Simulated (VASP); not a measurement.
# CuO in VASP: further runs

CuO is run at these levels: PBE; tasks: single point.

Everything below comes from runs of VASP 6.6.1. Logs are shortened: lines on timing, memory, paths and dates and some standing lists are left out, and cuts for length are marked.

## (1) The cell of the first run

Symmetry: R3m, No. 160, trigonal system. The conventional cell has a = 3.070 Å, b = 3.070 Å, c = 6.199 Å, α = 90.00°, β = 90.00°, γ = 120.00°. Cu (site symmetry 3m) has 6 O at 2.00 to 2.10 Å within 2.7 Å. Within 2.7 Å of O (site symmetry 3m) lie 6 Cu at 2.00 to 2.10 Å.

## (2) Single point, PBE (strained and its atoms moved)

INCAR

```
SYSTEM = CuO
ALGO     = Normal         ! electronic algorithm
EDIFF    = 1E-6           ! SCF threshold, eV
ENCUT    = 520            ! plane-wave cutoff, eV
GGA      = PE             ! functional
ISIF     = 2              ! what is computed and relaxed
ISMEAR   = 0              ! smearing method
LASPH    = .True.         ! aspherical terms in the spheres
LCHARG   = .False.        ! write CHGCAR
LREAL    = .False.        ! projectors in reciprocal space
LWAVE    = .False.        ! write WAVECAR
NBANDS   = 16             ! bands
NELM     = 100            ! most SCF steps
PREC     = Accurate       ! precision mode
SIGMA    = 0.1            ! smearing width, eV
```

KPOINTS

```
k-points
0
Gamma
  18 18 18
  0 0 0
```

POSCAR

```
CuO
1.0
    0.0000000000      2.1705957768      2.1705957768
    1.9166085768      0.2539872000      1.9166085768
    2.1705957768      2.1705957768      0.0000000000
Cu O
1 1
Direct
   -0.0081833296      0.0245499888     -0.0081833296
    0.5081833296      0.4754500112      0.5081833296
```

Potentials or basis: VASP PAW PBE potentials, release 64 (Cu, O).

On the command line:

```sh
cat potpaw_PBE.64/Cu/POTCAR potpaw_PBE.64/O/POTCAR > POTCAR
mpirun -np 1 vasp_std > vasp.out
```

OUTCAR:

```text
SYSTEM = CuO
   EDIFF = 1E-6
   ENCUT = 520
   GGA = PE
   ISIF = 2
   ISMEAR = 0
   LASPH = .True.
   LREAL = .False.
   NELM = 100
   PREC = Accurate

 ion  position               nearest neighbor table
   1  0.992  0.025  0.992-   2 2.00   2 2.00   2 2.00   2 2.10   2 2.10   2 2.10
   2  0.508  0.475  0.508-   1 2.00   1 2.00   1 2.00   1 2.10   1 2.10   1 2.10

  LATTYP: Found a trigonal (rhomboedric) cell.
 ALAT       =     2.7223677876
 COS(alpha) =     0.3642822865

  Lattice vectors:

 A1 = (  -0.2539872000,  -1.9166085768,   1.9166085768)
 A2 = (   1.9166085768,  -1.9166085768,  -0.2539872000)
 A3 = (   1.9166085768,   0.2539872000,   1.9166085768)

Analysis of symmetry for initial positions (statically):
=====================================================================
 Subroutine PRICEL returns:
 Original cell was already a primitive cell.

 Routine SETGRP: Setting up the symmetry group for a
 trigonal (rhombohedral) supercell.

 Subroutine GETGRP returns: Found  6 space group operations
 (whereof  6 operations were pure point group operations)
 out of a pool of 12 trial point group operations.

The static configuration has the point symmetry C_3v.

Analysis of symmetry for dynamics (positions and initial velocities):
=====================================================================
 Subroutine PRICEL returns:
 Original cell was already a primitive cell.

 Routine SETGRP: Setting up the symmetry group for a
 trigonal (rhombohedral) supercell.

 Subroutine GETGRP returns: Found  6 space group operations
 (whereof  6 operations were pure point group operations)
 out of a pool of 12 trial point group operations.

The dynamic configuration has the point symmetry C_3v.

 Subroutine INISYM returns: Found  6 space group operations
 (whereof  6 operations are pure point group operations),
 and found     1 'primitive' translations

----------------------------------------------------------------------------------------

                                     Primitive cell

  volume of cell :      16.8635

  direct lattice vectors                    reciprocal lattice vectors
     0.000000000  2.170595777  2.170595777    -0.246697570  0.246697570  0.214005436
     1.916608577  0.253987200  1.916608577     0.279389705 -0.279389705  0.279389705
     2.170595777  2.170595777  0.000000000     0.214005436  0.246697570 -0.246697570
[... 76 lines left out ...]
   ISTART =      0    job   : 0-new  1-cont  2-samecut
   ICHARG =      2    charge: 1-file 2-atom 10-const
   ISPIN  =      1    spin polarized calculation?
   LNONCOLLINEAR =      F non collinear calculations
   LSORBIT =      F    spin-orbit coupling
   LASPH  =      T    aspherical Exc in radial PAW
   ENCUT  =  520.0 eV  38.22 Ry    6.18 a.u.   5.71  5.06  5.71*2*pi/ulx,y,z
   NELM   =    100;   NELMIN=  2; NELMDL= -5     # of ELM steps
   EDIFF  = 0.1E-05   stopping-criterion for ELM
   LREAL  =      F    real-space projection
   EDIFFG = 0.1E-04   stopping-criterion for IOM
   NSW    =      0    number of steps for IOM
   IBRION =     -1    ionic relax: 0-MD 1-quasi-New 2-CG
   NFREE  =      0    steps in history (QN), initial steepest desc. (CG)
   ISIF   =      2    stress and relaxation
   ISYM   =      2    0-nonsym 1-usesym 2-fastsym
   POTIM  = 0.5000    time-step for ionic-motion
   TEBEG  =    0.0;   TEEND  =   0.0 temperature during run
   PSTRESS=    0.0 pullay stress
   NELECT =      17.0000    total number of electrons
   NUPDOWN=      -1.0000    fix difference up-down
   EMIN   =  10.00;   EMAX   =-10.00  energy-range for DOS
   EFERMI =   0.00;   METHOD = LEGACY
   ISMEAR =     0;   SIGMA  =   0.10  broadening in eV -4-tet -1-fermi 0-gaus
   EFERMI_NEDOS =   21; number of points for ismear=-14 and -15
   IALGO  =     38    algorithm
   IMIX   =      4    mixing-type and parameters
     AMIX     =   0.40;   BMIX     =  1.00
     AMIX_MAG =   1.60;   BMIX_MAG =  1.00
  volume/ion in A,a.u.               =       8.43        56.90
  Fermi-wavevector in a.u.,A,eV,Ry     =   1.641504  3.101993 36.661383  2.694536
  Thomas-Fermi vector in A             =   2.731963
   LORBIT       =      0    0 simple, 1 ext, 2 COOP (PROOUT), +10 PAW based schemes
   GGA     = PE    functional components
   LHFCALC =     F    Hartree Fock is set to
   AEXX    =    0.0000 exact exchange contribution
   IVDW    =     0    specifies the selected vdW correction
   LEPSILON=     F    determine dielectric tensor
   LRPA    =     F    only Hartree local field effects (RPA)
 non-spin polarized calculation
 Gauss-broadening in eV      SIGMA  =   0.10
  energy-cutoff  :      520.00
  volume of cell :       16.86
 maximum number of plane-waves:       466
   NGX = 11   NGY = 11   NGZ = 11

 number of electron      17.0000002 magnetization

 Free energy of the ion-electron system (eV)
  ---------------------------------------------------
  ext. energy  EPLUGINS =         0.00000000
  ---------------------------------------------------
  free energy    TOTEN  =        -9.20534337 eV

  energy without entropy =       -9.19853319  energy(sigma->0) =       -9.20193828

 E-fermi :   7.8263     XC(G=0): -13.1461

 val. band max:        7.8174227189   @ k =   0.4444   0.1111   0.0556
 cond. band min:       7.8275881826   @ k =  -0.0556   0.2222   0.0556
 fundamental gap:      0.0101654637
 Fermi energy:         7.8263114091

 k-point     1 :       0.0000    0.0000    0.0000
  band No.  band energies     occupation
      1     -12.7379      2.00000
      2       4.3891      2.00000
      3       4.3891      2.00000
      4       4.7054      2.00000
      5       4.7054      2.00000
      6       5.1562      2.00000
[... 433 lines left out ...]
      3       2.4513      2.00000
      4       3.7752      2.00000
      5       5.0659      2.00000
      6       5.4468      2.00000
[... 8 lines left out ...]
     15      29.8635      0.00000
     16      33.1210      0.00000

 [... further k-points ...]
[... 5 lines left out ...]
  --------------------------------------------------------------------------------------
  -------------------------------------------------------------------------------------
  Total        2.9858039      2.9858039      2.9858039     -0.4580100     -0.4580100      0.4580100
  in kB      283.6771534    283.6771534    283.6771534    -43.5149027    -43.5149027     43.5149027
  external PRESSURE =     283.6771534 kB  Pullay stress =       0.0000000 kB

 VOLUME and BASIS-vectors are now :
 -----------------------------------------------------------------------------
  energy-cutoff  :      520.00
  volume of cell :       16.86
      direct lattice vectors                 reciprocal lattice vectors
     0.000000000  2.170595777  2.170595777    -0.246697570  0.246697570  0.214005436
     1.916608577  0.253987200  1.916608577     0.279389705 -0.279389705  0.279389705
     2.170595777  2.170595777  0.000000000     0.214005436  0.246697570 -0.246697570

 POSITION                                       TOTAL-FORCE (eV/Angst)
 -----------------------------------------------------------------------------------
      2.19989      4.31190      2.19989        -0.402024      0.402024     -0.402024
      2.01431      2.32688      2.01431         0.402024     -0.402024      0.402024
 -----------------------------------------------------------------------------------
    total drift:                                0.000167     -0.000199      0.000167

  FREE ENERGIE OF THE ION-ELECTRON SYSTEM (eV)
  ---------------------------------------------------
  free  energy   TOTEN  =        -9.2053433698 eV

  energy  without entropy=       -9.1985331901  energy(sigma->0) =       -9.20193828
```

OSZICAR:

```text
N       E                     dE             d eps       ncg     rms          rms(c)
DAV:   1     0.822741410217E+02    0.82274E+02   -0.83454E+03 21024   0.171E+03
DAV:   2    -0.795221451351E+01   -0.90226E+02   -0.81330E+02 19832   0.288E+02
DAV:   3    -0.119385734235E+02   -0.39864E+01   -0.38013E+01 23128   0.605E+01
DAV:   4    -0.119737881869E+02   -0.35215E-01   -0.35206E-01 20600   0.550E+00
DAV:   5    -0.119742556446E+02   -0.46746E-03   -0.46745E-03 24720   0.658E-01    0.110E+01
DAV:   6    -0.103985860993E+02    0.15757E+01   -0.10756E+01 22832   0.104E+02    0.793E+00
DAV:   7    -0.924779226385E+01    0.11508E+01   -0.32880E+00 23720   0.772E+01    0.169E+00
DAV:   8    -0.922797340430E+01    0.19819E-01   -0.18658E-01 26952   0.570E+00    0.105E+00
DAV:   9    -0.920591170624E+01    0.22062E-01   -0.18105E-02 30560   0.511E+00    0.247E-01
DAV:  10    -0.920531296179E+01    0.59874E-03   -0.33534E-03 28056   0.129E+00    0.964E-02
DAV:  11    -0.920537964569E+01   -0.66684E-04   -0.60979E-04 28536   0.434E-01    0.470E-02
DAV:  12    -0.920534104222E+01    0.38603E-04   -0.82306E-05 24840   0.357E-01    0.134E-02
DAV:  13    -0.920534323916E+01   -0.21969E-05   -0.76111E-06 28424   0.495E-02    0.338E-03
DAV:  14    -0.920534336981E+01   -0.13065E-06   -0.18999E-07 10744   0.659E-03
   1 F= -.92053434E+01 E0= -.92019383E+01  d E =-.681018E-02
```

Wall time 2.2 min (1 thread of Intel Xeon Platinum 8259CL at 2.50GHz (Skylake/Cascade Lake), shared host); peak memory 0.26 GiB.

Results:

```
Free energy   : -9.2053 eV
Pressure      : 28.4 GPa
Largest force : 0.696 eV/Å
```

Forces in eV/Å, atoms in the order of the input:
```
Cu  -0.402  0.402 -0.402
O    0.402 -0.402  0.402
```

Stress tensor (GPa, compression positive):
```
28.37 -4.35  4.35
-4.35 28.37 -4.35
 4.35 -4.35 28.37
```

Levels at points of the mesh, in eV from the Fermi level:
```tsv
k point	band 7	band 8	band 9	band 10	band 11	band 12
(0.00, 0.00, 0.00)	-2.12	-2.12	-1.74	1.99	17.81	17.81
(0.50, 0.00, 0.00)	-1.41	0.50	0.89	6.28	9.89	14.47
(0.00, 0.50, 0.00)	-1.20	0.99	0.99	4.92	11.77	11.77
(0.50, 0.50, 0.00)	-1.98	-1.75	-1.65	6.15	11.02	13.11
```

Caveat: the cell differs from its parent crystal (strained and its atoms moved); an odd number of electrons without spin polarisation forces a metal; a magnetic or distorted state may lie lower; semilocal functionals often make such compounds metallic where correlation or magnetic order opens a gap, which also shifts bond lengths.

## (3) Single point, PBE (strained)

INCAR

```
PREC = Accurate
ENCUT = 520
EDIFF = 1E-6
ISMEAR = 0
SIGMA = 0.1
LREAL = F
LASPH = T
NELM = 100
ALGO = Normal
ISIF = 2
LWAVE = F
LCHARG = F
GGA = PE
NBANDS = 16
```

KPOINTS

```
Automatic mesh
0
Gamma
  15 15 15
```

POSCAR

```
CuO
1.0
   -0.1693248000      1.9535637144      1.9535637144
    1.9535637144     -0.1693248000      1.9535637144
    1.9535637144      1.9535637144     -0.1693248000
Cu O
1 1
Direct
    0.0000000000      0.0000000000      0.0000000000
    0.5000000000      0.5000000000      0.5000000000
```

Potentials or basis: VASP PAW PBE potentials, release 64 (Cu, O).

On the command line:

```sh
cat potpaw_PBE.64/Cu/POTCAR potpaw_PBE.64/O/POTCAR > POTCAR
mpirun -np 1 vasp_std > vasp.out
```

Wall time 47 s (1 thread of Intel Xeon Platinum 8488C (Sapphire Rapids), shared host); peak memory 0.21 GiB.

The run converged. Its results:

```
Free energy : -9.2949 eV
Pressure    : 29.3 GPa
```

Stress tensor (GPa, compression positive):
```
29.28  3.38  3.38
 3.38 29.28  3.38
 3.38  3.38 29.28
```

Levels at points of the mesh, in eV from the Fermi level:
```tsv
k point	band 6	band 7	band 8	band 9	band 10	band 11	band 12	band 13
(0.00, 0.00, 0.00)	-2.64	-2.51	-2.51	-2.23	2.00	18.24	18.31	18.31
```

Caveat: the cell differs from its parent crystal (strained); an odd number of electrons without spin polarisation forces a metal; a magnetic or distorted state may lie lower; semilocal functionals often make such compounds metallic where correlation or magnetic order opens a gap, which also shifts bond lengths.
